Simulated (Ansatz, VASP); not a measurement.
TaN: VASP beside Ansatz

Contents of INCAR:

```
SYSTEM = TaN
PREC = Accurate ; ENCUT = 520
EDIFF = 1E-6 ; ISMEAR = 0
SIGMA = 0.15 ; LREAL = .False.
LASPH = .True. ; NELM = 100
ALGO = Normal ; ISIF = 2
LWAVE = .False. ; LCHARG = .False.
GGA = PE ; NBANDS = 15
```

The input KPOINTS:

```
regular mesh
0
Gamma
  18 18 18
  0 0 0
```

Contents of POSCAR:

```
TaN
1.0
    0.0000000000      2.1308283279      2.3626801149
    2.1308283279      0.0000000000      2.3626801149
    2.1308283279      2.1308283279      0.0000000000
Ta N
1 1
Direct
    0.4968326312      0.5031673688      0.5031673688
    0.0409173038     -0.0409173038     -0.0409173038
```

Input for Ansatz:

```yaml
crystal:
  lattice:
    - [0.0, 2.1308283279, 2.3626801149]
    - [2.1308283279, 0.0, 2.3626801149]
    - [2.1308283279, 2.1308283279, 0.0]
  atoms:
    - { symbol: Ta, position: [0.4968326312, 0.5031673688, 0.5031673688] }
    - { symbol: "N", position: [0.0409173038, -0.0409173038, -0.0409173038] }
basis:
  ecutwfc: 520.0
kpoints:
  mp_grid: { grid: [18, 18, 18] }
hamiltonian:
  xc: pbe
  pseudopotentials: { kind: paw, azcp: { folder: soft_1 } }
scf:
  occupations: { method: gaussian, width: 0.15 }
output:
  forces: true
  stress: true
  eigenvalues: true
```

Change from the starting cell: mode 4 frozen in at -0.181 Å, strain +e along z and -e/2 along x and y +0.0700.

Alike in both runs: task single point; functional PBE; k mesh 18 × 18 × 18; occupations gaussian, width 0.15 eV; no spin polarisation.

```csv
,VASP,Ansatz
version,VASP 6.6.1,Ansatz 0.2.0
potentials or method,"VASP PAW PBE potentials, release 64 (Ta_pv, N), cutoff 520 eV","scalar-relativistic, plane waves, PAW"
valence electrons in the cell,16,18
```

|  | VASP | Ansatz | Ansatz less VASP |
| --- | --- | --- | --- |
| gap on the k mesh at the Fermi level (eV) | none | none | - |
| pressure (GPa) | 18.7 | 17.5 | -1.20 |
| traceless stress, the component that is largest in VASP (GPa) | -32.67 | -32.10 | +0.573 |
| rms of the force components (eV/Å) | 1.668 | 1.640 | -0.0282 |

Atom by atom the forces differ by 0.028 eV/Å (rms over components). A gap of «none» marks a metal or a gap that the smearing closes. With one functional, cell and mesh, what is left measures potentials, basis and numerics. VASP's potentials hold 16 valence electrons a cell and Ansatz's 18, so a difference there can come from the potentials and not from the codes.

Spin-orbit coupling is off throughout.
